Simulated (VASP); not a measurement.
# CuSi16 (a cell with a defect) in VASP: relaxation of the atoms with PBE

Aim: the relaxation of the atoms of CuSi16 (a cell with a defect) with PBE.

All numbers are computed with VASP 6.6.1; they aren't measurements. Logs are shortened: lines on timing, memory, paths and dates and some standing lists are left out, and cuts for length are marked.

## 1. The cell of the first run

The cell holds a defect, 17 atoms: a = 7.679 Å, b = 7.679 Å, c = 7.679 Å, α = 60.00°, β = 60.00°, γ = 60.00°.

## 2. Relaxation of the atoms, PBE

INCAR reads:

```
SYSTEM = CuSi16
ALGO = Normal
EDIFF = 1E-7
EDIFFG = -0.03
ENCUT = 520
GGA = PE
IBRION = 2
ISIF = 2
ISMEAR = 0
LASPH = .TRUE.
LCHARG = .FALSE.
LREAL = Auto
LWAVE = .FALSE.
NELECT = 74.0
NELM = 100
NSW = 80
PREC = Accurate
SIGMA = 0.02
```

KPOINTS reads:

```
k-points
0
G
  2 2 2
  0 0 0
```

POSCAR reads:

```
CuSi16
1.0
    0.0000000000      5.4300000000      5.4300000000
    5.4300000000      0.0000000000      5.4300000000
    5.4300000000      5.4300000000      0.0000000000
Si Cu
16 1
Direct
    0.0000000000      0.0000000000      0.0000000000
    0.1250000000      0.1250000000      0.1250000000
    0.0000000000      0.0000000000      0.5000000000
    0.1250000000      0.1250000000      0.6250000000
    0.0000000000      0.5000000000      0.0000000000
    0.1250000000      0.6250000000      0.1250000000
    0.0000000000      0.5000000000      0.5000000000
    0.1250000000      0.6250000000      0.6250000000
    0.5000000000      0.0000000000      0.0000000000
    0.6250000000      0.1250000000      0.1250000000
    0.5000000000      0.0000000000      0.5000000000
    0.6250000000      0.1250000000      0.6250000000
    0.5000000000      0.5000000000      0.0000000000
    0.6250000000      0.6250000000      0.1250000000
    0.5000000000      0.5000000000      0.5000000000
    0.6250000000      0.6250000000      0.6250000000
    0.0648781000      0.8186688000      0.3089331000
```

Potentials or basis: VASP PAW PBE potentials, release 64 (Si, Cu).

Started as:

```console
$ cat potpaw_PBE.64/Si/POTCAR potpaw_PBE.64/Cu/POTCAR > POTCAR
$ mpirun -np 1 vasp_std > vasp.out
```

OUTCAR:

```text
SYSTEM = CuSi16
   EDIFF = 1E-7
   EDIFFG = -0.03
   ENCUT = 520
   GGA = PE
   IBRION = 2
   ISIF = 2
   ISMEAR = 0
   LASPH = .TRUE.
   LREAL = Auto
   NELECT = 74.0
   NELM = 100
   NSW = 80
   PREC = Accurate

 ion  position               nearest neighbor table
   1  0.000  0.000  0.000-  17 2.24   4 2.35   6 2.35  10 2.35   2 2.35
   2  0.125  0.125  0.125-  17 2.20   3 2.35   5 2.35   9 2.35   1 2.35
   3  0.000  0.000  0.500-  17 2.23   4 2.35   8 2.35  12 2.35   2 2.35
   4  0.125  0.125  0.625-   1 2.35   3 2.35   7 2.35  11 2.35
   5  0.000  0.500  0.000-   2 2.35   6 2.35   8 2.35  14 2.35
   6  0.125  0.625  0.125-  17 2.28   5 2.35   7 2.35  13 2.35   1 2.35
   7  0.000  0.500  0.500-  17 2.30   6 2.35   8 2.35  16 2.35   4 2.35
   8  0.125  0.625  0.625-  17 2.27   5 2.35   7 2.35  15 2.35   3 2.35
   9  0.500  0.000  0.000-   2 2.35  10 2.35  12 2.35  14 2.35
  10  0.625  0.125  0.125-   1 2.35   9 2.35  11 2.35  13 2.35
  11  0.500  0.000  0.500-   4 2.35  10 2.35  12 2.35  16 2.35
  12  0.625  0.125  0.625-   3 2.35   9 2.35  11 2.35  15 2.35
  13  0.500  0.500  0.000-   6 2.35  10 2.35  14 2.35  16 2.35
  14  0.625  0.625  0.125-   5 2.35   9 2.35  13 2.35  15 2.35
  15  0.500  0.500  0.500-   8 2.35  12 2.35  14 2.35  16 2.35
  16  0.625  0.625  0.625-   7 2.35  11 2.35  13 2.35  15 2.35
  17  0.065  0.819  0.309-   2 2.20   3 2.23   1 2.24   8 2.27   6 2.28   7 2.30

  LATTYP: Found a face centered cubic cell.
 ALAT       =    10.8600000000

  Lattice vectors:

 A1 = (   0.0000000000,   5.4300000000,   5.4300000000)
 A2 = (   5.4300000000,   0.0000000000,   5.4300000000)
 A3 = (   5.4300000000,   5.4300000000,   0.0000000000)

Analysis of symmetry for initial positions (statically):
=====================================================================
 Subroutine PRICEL returns:
 Original cell was already a primitive cell.

 Routine SETGRP: Setting up the symmetry group for a
 face centered cubic supercell.

 Subroutine GETGRP returns: Found  1 space group operations
 (whereof  1 operations were pure point group operations)
 out of a pool of 48 trial point group operations.

The static configuration has the point symmetry C_1 .

Analysis of symmetry for dynamics (positions and initial velocities):
=====================================================================
 Subroutine PRICEL returns:
 Original cell was already a primitive cell.

 Routine SETGRP: Setting up the symmetry group for a
 face centered cubic supercell.

 Subroutine GETGRP returns: Found  1 space group operations
 (whereof  1 operations were pure point group operations)
 out of a pool of 48 trial point group operations.

The dynamic configuration has the point symmetry C_1 .

 Subroutine INISYM returns: Found  1 space group operations
 (whereof  1 operations are pure point group operations),
 and found     1 'primitive' translations

----------------------------------------------------------------------------------------

                                     Primitive cell

  volume of cell :     320.2060

  direct lattice vectors                    reciprocal lattice vectors
     0.000000000  5.430000000  5.430000000    -0.092081031  0.092081031  0.092081031
     5.430000000  0.000000000  5.430000000     0.092081031 -0.092081031  0.092081031
     5.430000000  5.430000000  0.000000000     0.092081031  0.092081031 -0.092081031

  length of vectors
     7.679179644  7.679179644  7.679179644     0.159489025  0.159489025  0.159489025

  position of ions in fractional coordinates (direct lattice)
     0.000000000  0.000000000  0.000000000
     0.125000000  0.125000000  0.125000000
     0.000000000  0.000000000  0.500000000
     0.125000000  0.125000000  0.625000000
     0.000000000  0.500000000  0.000000000
     0.125000000  0.625000000  0.125000000
[... 9 lines left out ...]
     0.625000000  0.625000000  0.625000000
     0.064878100  0.818668800  0.308933100

  ion indices of the primitive-cell ions
   primitive index   ion index
                 1           1
                 2           2
                 3           3
                 4           4
                 5           5
                 6           6
[... 9 lines left out ...]
                16          16
                17          17

----------------------------------------------------------------------------------------

 KPOINTS: k-points

Automatic generation of k-mesh.
 Grid dimensions read from file:
 generate k-points for:    2    2    2

 Generating k-lattice:

  Cartesian coordinates                     Fractional coordinates (reciprocal lattice)
    -0.046040516  0.046040516  0.046040516     0.500000000  0.000000000  0.000000000
     0.046040516 -0.046040516  0.046040516     0.000000000  0.500000000  0.000000000
     0.046040516  0.046040516 -0.046040516     0.000000000  0.000000000  0.500000000

  Length of vectors
     0.079744512  0.079744512  0.079744512

  Shift w.r.t. Gamma in fractional coordinates (k-lattice)
     0.000000000  0.000000000  0.000000000

 Subroutine IBZKPT returns following result:
 ===========================================

 Found      8 irreducible k-points:

 Following reciprocal coordinates:
            Coordinates               Weight
  0.000000  0.000000  0.000000      1.000000
  0.500000  0.000000  0.000000      1.000000
  0.000000  0.500000  0.000000      1.000000
  0.000000  0.000000  0.500000      1.000000
  0.500000  0.500000  0.500000      1.000000
  0.500000  0.500000  0.000000      1.000000
  0.000000  0.500000  0.500000      1.000000
  0.500000  0.000000  0.500000      1.000000
   k-points           NKPTS =      8   k-points in BZ     NKDIM =      8   number of bands    NBANDS=     46
   number of dos      NEDOS =    301   number of ions     NIONS =     17
   total plane-waves  NPLWV = 216000
   dimension x,y,z NGX =    60 NGY =   60 NGZ =   60
   dimension x,y,z NGXF=   120 NGYF=  120 NGZF=  120
   ions per type =              16   1
   NGX,Y,Z   is equivalent  to a cutoff of  12.99, 12.99, 12.99 a.u.
   NGXF,Y,Z  is equivalent  to a cutoff of  25.98, 25.98, 25.98 a.u.
 SYSTEM =  CuSi16
   PREC   = accura    normal or accurate (medium, high low for compatibility)
   ISTART =      0    job   : 0-new  1-cont  2-samecut
   ICHARG =      2    charge: 1-file 2-atom 10-const
   ISPIN  =      1    spin polarized calculation?
   LNONCOLLINEAR =      F non collinear calculations
   LSORBIT =      F    spin-orbit coupling
   LASPH  =      T    aspherical Exc in radial PAW
   ENCUT  =  520.0 eV  38.22 Ry    6.18 a.u.  14.28 14.28 14.28*2*pi/ulx,y,z
   NELM   =    100;   NELMIN=  2; NELMDL= -5     # of ELM steps
   EDIFF  = 0.1E-06   stopping-criterion for ELM
   LREAL  =      T    real-space projection
   EDIFFG = -.3E-01   stopping-criterion for IOM
   NSW    =     80    number of steps for IOM
   IBRION =      2    ionic relax: 0-MD 1-quasi-New 2-CG
   NFREE  =      1    steps in history (QN), initial steepest desc. (CG)
   ISIF   =      2    stress and relaxation
   ISYM   =      2    0-nonsym 1-usesym 2-fastsym
   POTIM  = 0.5000    time-step for ionic-motion
   TEBEG  =    0.0;   TEEND  =   0.0 temperature during run
   PSTRESS=    0.0 pullay stress
   NELECT =      74.0000    total number of electrons
   NUPDOWN=      -1.0000    fix difference up-down
   EMIN   =  10.00;   EMAX   =-10.00  energy-range for DOS
   EFERMI =   0.00;   METHOD = LEGACY
   ISMEAR =     0;   SIGMA  =   0.02  broadening in eV -4-tet -1-fermi 0-gaus
   EFERMI_NEDOS =   21; number of points for ismear=-14 and -15
   IALGO  =     38    algorithm
   IMIX   =      4    mixing-type and parameters
     AMIX     =   0.40;   BMIX     =  1.00
     AMIX_MAG =   1.60;   BMIX_MAG =  1.00
  volume/ion in A,a.u.               =      18.84       127.11
  Fermi-wavevector in a.u.,A,eV,Ry     =   1.004636  1.898488 13.732283  1.009294
  Thomas-Fermi vector in A             =   2.137265
   LORBIT       =      0    0 simple, 1 ext, 2 COOP (PROOUT), +10 PAW based schemes
   GGA     = PE    functional components
   LHFCALC =     F    Hartree Fock is set to
   AEXX    =    0.0000 exact exchange contribution
   IVDW    =     0    specifies the selected vdW correction
   LEPSILON=     F    determine dielectric tensor
   LRPA    =     F    only Hartree local field effects (RPA)
 conjugate gradient relaxation of ions
 non-spin polarized calculation
 Gauss-broadening in eV      SIGMA  =   0.02
  energy-cutoff  :      520.00
  volume of cell :      320.21
 maximum number of plane-waves:      8646
 NGX is ok and might be reduce to    60
   NGX = 29   NGY = 29   NGZ = 29

--------------------------------------- Ionic step        1  -------------------------------------------

 number of electron      74.0000004 magnetization

 Free energy of the ion-electron system (eV)
  ---------------------------------------------------
  ext. energy  EPLUGINS =         0.00000000
  ---------------------------------------------------
  free energy    TOTEN  =       -93.54144456 eV

  energy without entropy =      -93.53930485  energy(sigma->0) =      -93.54037470

------------------------ aborting loop because EDIFF is reached ----------------------------------------

  FORCE on cell =-STRESS in cart. coord.  units (eV):
  Direction    XX          YY          ZZ          XY          YZ          ZX
  --------------------------------------------------------------------------------------
  -------------------------------------------------------------------------------------
  Total        2.2772971      2.2535821      2.3480055      2.1590696     -2.1933233      2.1937831
  in kB       11.3946449     11.2759850     11.7484399     10.8030839    -10.9744751     10.9767753
  external PRESSURE =      11.4730233 kB  Pullay stress =       0.0000000 kB
[... 134 lines left out ...]
  FREE ENERGIE OF THE ION-ELECTRON SYSTEM (eV)
  ---------------------------------------------------
  free  energy   TOTEN  =       -93.9911655764 eV

  energy  without entropy=      -93.9911563628  energy(sigma->0) =      -93.99116097

[... ionic steps 4 to 13 ...]

--------------------------------------- Ionic step       14  -------------------------------------------

 number of electron      74.0000000 magnetization

------------------------ aborting loop because EDIFF is reached ----------------------------------------

  FORCE on cell =-STRESS in cart. coord.  units (eV):
  Direction    XX          YY          ZZ          XY          YZ          ZX
  --------------------------------------------------------------------------------------
  -------------------------------------------------------------------------------------
  Total       -1.0649133     -1.0674476     -1.0566964     -0.4914878      0.5251209     -0.5478222
  in kB       -5.3283818     -5.3410625     -5.2872679     -2.4591999      2.6274861     -2.7410738
  external PRESSURE =      -5.3189041 kB  Pullay stress =       0.0000000 kB
[... 87 lines left out ...]
  energy  without entropy=      -94.1595530098  energy(sigma->0) =      -94.15994252

--------------------------------------- Ionic step       16  -------------------------------------------

 number of electron      74.0000000 magnetization

 Free energy of the ion-electron system (eV)
  ---------------------------------------------------
  ext. energy  EPLUGINS =         0.00000000
  ---------------------------------------------------
  free energy    TOTEN  =       -94.16084277 eV

  energy without entropy =      -94.15999342  energy(sigma->0) =      -94.16041809

 E-fermi :   6.4250     XC(G=0):  -9.6180

 val. band max:        6.4025781117   @ k =   0.0000   0.0000   0.0000
 cond. band min:       6.4495853520   @ k =   0.0000   0.0000   0.0000
 fundamental gap:      0.0470072402
 Fermi energy:         6.4249993401

 k-point     1 :       0.0000    0.0000    0.0000
  band No.  band energies     occupation
      1      -5.9043      2.00000
      2      -3.5569      2.00000
      3      -3.5099      2.00000
      4      -3.5080      2.00000
      5      -3.4741      2.00000
      6      -1.9461      2.00000
[... 425 lines left out ...]
  FREE ENERGIE OF THE ION-ELECTRON SYSTEM (eV)
  ---------------------------------------------------
  free  energy   TOTEN  =       -94.1608427694 eV

  energy  without entropy=      -94.1599934202  energy(sigma->0) =      -94.16041809

 reached required accuracy - stopping structural energy minimisation
```

Wall time 52 min (1 thread of Oxide Virtual Turin-like, shared host); peak memory 0.53 GiB.

Results:

```
Free energy                  : -94.1608 eV
Energy gained by relaxing    : 36.4 meV/atom
Ionic steps                  : 16
Largest force after relaxing : 0.023 eV/Å
```

Forces in eV/Å, atoms in the order of the input:
```
Si  -0.003  0.007  0.010
Si   0.013 -0.007 -0.006
Si  -0.006  0.001  0.014
Si  -0.008  0.011 -0.009
Si  -0.004 -0.002 -0.008
Si   0.001  0.001 -0.010
Si  -0.008  0.002 -0.004
Si   0.002 -0.005 -0.007
Si  -0.004  0.001 -0.004
Si   0.001 -0.001 -0.005
Si   0.003 -0.005  0.005
Si  -0.001  0.000 -0.007
Si   0.005 -0.002  0.002
Si  -0.002  0.005  0.004
Si   0.001 -0.003  0.001
Si   0.001  0.002  0.004
Cu   0.010 -0.006  0.020
```

Step by step:
| step | energy change (eV) | largest force (eV/Å) | pressure (GPa) |
| --- | --- | --- | --- |
| 1 | 0.0000 | 2.0986 | 1.15 |
| 2 | -0.4490 | 0.5273 | 0.22 |
| 3 | -0.4497 | 0.5289 | 0.24 |
| 4 | -0.4943 | 0.3419 | 0.18 |
| 5 | -0.5025 | 0.3019 | 0.14 |
| 6 | -0.5241 | 0.1829 | 0.10 |
| 7 | -0.5324 | 0.3242 | 0.07 |
| 8 | -0.5504 | 0.2813 | 0.02 |
| 9 | -0.5890 | 0.1693 | -0.16 |
| 10 | -0.5938 | 0.4707 | -0.56 |
| 11 | -0.6041 | 0.2687 | -0.36 |
| 12 | -0.6172 | 0.1054 | -0.54 |
| 13 | -0.6176 | 0.0721 | -0.52 |
| 14 | -0.6188 | 0.0598 | -0.53 |
| 15 | -0.6189 | 0.0689 | -0.54 |
| 16 | -0.6194 | 0.0231 | -0.55 |

Final structure:
```
CELL_PARAMETERS angstrom
0.00000 5.43000 5.43000
5.43000 0.00000 5.43000
5.43000 5.43000 0.00000
ATOMIC_POSITIONS crystal
Si 0.00306 0.00761 0.98273
Si 0.12201 0.14313 0.11756
Si 0.00307 0.00771 0.50665
Si 0.16263 0.11293 0.61233
Si 0.96166 0.51356 0.01240
Si 0.12208 0.61798 0.11768
Si 0.00299 0.48320 0.50686
Si 0.12204 0.61811 0.64229
Si 0.49255 0.01049 0.99849
Si 0.63254 0.12647 0.11501
Si 0.53448 0.98889 0.48833
Si 0.63258 0.12641 0.62606
Si 0.49269 0.49901 0.99842
Si 0.58972 0.63708 0.13667
Si 0.49267 0.49896 0.51000
Si 0.63247 0.61559 0.62603
Cu 0.06563 0.81156 0.31142
```

Levels at points of the mesh, in eV from the Fermi level:
```csv
k point,band 34,band 35,band 36,band 37,band 38,band 39,band 40,band 41
"(0.00, 0.00, 0.00)",-1.16,-0.53,-0.12,-0.02,0.02,0.03,0.54,0.54
"(0.50, 0.00, 0.00)",-0.94,-0.94,-0.53,-0.53,0.55,0.97,1.45,1.45
"(0.00, 0.50, 0.00)",-1.11,-1.01,-0.95,-0.74,0.66,1.01,1.08,1.27
"(0.00, 0.00, 0.50)",-1.11,-1.01,-0.95,-0.74,0.66,1.01,1.08,1.27
"(0.50, 0.50, 0.50)",-1.11,-1.01,-0.95,-0.74,0.66,1.01,1.08,1.27
"(0.50, 0.50, 0.00)",-1.70,-1.50,-1.48,-1.18,0.71,0.80,1.87,2.06
"(0.00, 0.50, 0.50)",-1.70,-1.50,-1.48,-1.18,0.71,0.80,1.87,2.06
"(0.50, 0.00, 0.50)",-1.70,-1.50,-1.48,-1.17,0.71,0.80,1.87,2.06
```

Caveat: the k points lie up to 0.50 Å⁻¹ apart; the cell carries a net charge on a neutralising background, which shifts energy and pressure; the cell is charged against a uniform background, so pressure and absolute levels hang on convention.
